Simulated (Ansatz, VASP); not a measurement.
# One calculation of Y, two programs

```xyz
2
Lattice="3.6996 0.0000 0.0000 -1.8498 3.2039 0.0000 0.0000 0.0000 5.8230" Properties=species:S:1:pos:R:3 pbc="T T T"
Y     0.0000    2.1359    1.4558
Y     1.8498    1.0680    4.3673
```

Change from the starting cell: volume scaled by 1.04, crystal datasets.

Alike in both runs: task electric field gradients; functional LDA; k mesh 12 × 12 × 7; occupations fermi-dirac, width 0.08 eV; no spin polarisation.

```csv
,VASP,Ansatz
version,VASP 6.6.1,Ansatz 0.2.0
potentials or method,"VASP PAW LDA potentials, release 64 (Y_sv), cutoff 520 eV","all-electron PAW with datasets made for the crystal, scalar-relativistic"
```

VASP gave:

```
pressure (GPa)                                                : -5.2
traceless stress, the component that is largest in VASP (GPa) : -0.39
size of Vzz on the site where it differs most (V/Å²)          : 22.9
```

Estimate Ansatz's values.

pressure (GPa): -5.1; traceless stress, the component that is largest in VASP (GPa): -0.40; size of Vzz on the site where it differs most (V/Å²): 23.4.

LDA's correlation is that of Perdew and Zunger in VASP and of Perdew and Wang (1992) in Ansatz. Ansatz ran all-electron here, and VASP with PAW potentials.
